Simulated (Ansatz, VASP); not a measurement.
**ScAsS: VASP beside Ansatz**

```
Sc As S
1.0
     3.88439    0.00000    0.00000
     0.00000    3.88439    0.00000
     0.00000    0.00000    4.83154
Sc As S
1 1 1
Direct
  0.50000 0.50000 0.00000
  0.00000 0.00000 0.00000
  0.50000 0.50000 0.50000
```

Alike in both runs: functional PBE; k mesh 4 × 4 × 4; occupations gaussian, width 0.1 eV; no spin polarisation.

Ansatz relaxed the structure, and its values are those at the end. VASP's run is a single point on that final structure, the one shown.

|  | VASP | Ansatz |
| --- | --- | --- |
| version | VASP 6.6.1 | Ansatz 0.2.0 |
| potentials or method | VASP PAW PBE potentials, release 64 (Sc_sv, As, S), cutoff 520 eV | scalar-relativistic, plane waves, PAW |
| valence electrons in the cell | 22 | 32 |

```tsv
	VASP	Ansatz	Ansatz less VASP
gap on the k mesh at the Fermi level (eV)	none	none	-
pressure (GPa)	0.1	0.0	-0.12
```

A gap of «none» marks a metal or a gap that the smearing closes. VASP's potentials hold 22 valence electrons a cell and Ansatz's 32, so a difference there can come from the potentials and not from the codes.

The k mesh is coarse, so the values compare programs but aren't converged.
